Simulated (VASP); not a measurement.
A run of VASP 6.6.1 is set up as follows.

Contents of INCAR:

```
PREC = Accurate ; ENCUT = 520
EDIFF = 1E-7 ; ISMEAR = -1
SIGMA = 0.05 ; LREAL = False
LASPH = True ; NELM = 100
ALGO = Normal ; ISIF = 2
LWAVE = False ; LCHARG = False
NBANDS = 19
```

KPOINTS

```
Automatic mesh
0
Gamma
  10 10 6
```

POSCAR

```
Ti
1.0
    2.9101302477      0.0000000000      0.0000000000
   -1.4550651239      2.5202467229      0.0000000000
    0.0000000000      0.0000000000      4.6167490031
Ti
2
Direct
    0.6666666667      0.3333333333      0.7500000000
    0.3333333333      0.6666666667      0.2500000000
```

Potentials or basis: VASP PAW LDA potentials, release 64 (Ti_sv).

The run is started by

```sh
$ cat potpaw_LDA.64/Ti_sv/POTCAR > POTCAR
$ mpirun -np 1 vasp_std > vasp.out
```

**Question.** What does it give for the pressure?

**Answer.** -5.9 GPa.

**Question.** Estimate the band gap on the k mesh.

**Answer.** Zero (band 12 reaches 9.13 eV, above the bottom of band 13 at 8.18 eV).

Stress tensor (GPa, compression positive):
```
-5.70  0.00  0.00
 0.00 -5.70  0.00
 0.00  0.00 -6.44
```
